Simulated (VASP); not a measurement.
Set up this calculation in VASP 6.6.1, as the native input.

```yaml
Task: single point
Functional: r2SCAN
Potentials_or_basis: VASP PAW PBE potentials, release 64 (Be, S)
Cutoff: 520 eV
k_mesh: 10 × 10 × 10
Occupations: gaussian, width 0.01 eV
Spin: no spin polarisation
Dipole_correction: no
Further_INCAR_settings: ALGO = Normal; EDIFF = 1e-06; NBANDS = 11
```

BeS:

```
CELL_PARAMETERS angstrom
0.00000 2.31730 2.31730
2.45193 0.00000 2.31730
2.45193 2.31730 0.00000
ATOMIC_POSITIONS crystal
Be 0.00000 0.00000 0.00000
S 0.50000 0.50000 0.50000
```

This cell differs from its parent crystal: uniaxial x strain +5.8%.

One way to write it, as run:

POSCAR

```
BeS
1.0
    0.0000000000      2.3172971969      2.3172971969
    2.4519321641      0.0000000000      2.3172971969
    2.4519321641      2.3172971969      0.0000000000
Be S
1 1
Direct
    0.0000000000      0.0000000000      0.0000000000
    0.5000000000      0.5000000000      0.5000000000
```

INCAR.step1

```
ALGO = Normal ; EDIFF = 1E-4
ENCUT = 520 ; GGA = PE
ISMEAR = 0 ; LASPH = True
LCHARG = False ; LREAL = False
LWAVE = True ; NBANDS = 11
NELM = 80 ; PREC = Accurate
SIGMA = 0.01
```

INCAR.step2

```
ALGO = Normal ; EDIFF = 1E-6
ENCUT = 520 ; ISIF = 2
ISMEAR = 0 ; ISTART = 1
LASPH = True ; LCHARG = False
LMIXTAU = True ; LREAL = False
LWAVE = False ; METAGGA = R2SCAN
NBANDS = 11 ; NELM = 80
PREC = Accurate ; SIGMA = 0.01
```

KPOINTS

```
k-points
0
Gamma
  10 10 10
```

Potentials or basis: VASP PAW PBE potentials, release 64 (Be, S).

The run is started by

```sh
$ cat potpaw_PBE.64/Be/POTCAR potpaw_PBE.64/S/POTCAR > POTCAR
$ cp INCAR.step1 INCAR
$ mpirun -np 1 vasp_std > vasp.out
$ cp INCAR.step2 INCAR
$ mpirun -np 1 vasp_std > vasp.out
```

Results of the run:

```yaml
Pressure: -5.2 GPa
Band_gap_on_the_k_mesh: 1.01 eV (least direct gap 3.84 eV)
```

Caveat: the cell differs from its parent crystal (uniaxial x strain +5.8%); the cell stands under tension; the PAW data sets were made with another functional, which shifts forces and pressure a little.

Wall time 2.4 min on 1 thread of Intel Xeon 8259CL (shared host), peak memory 0.17 GiB.
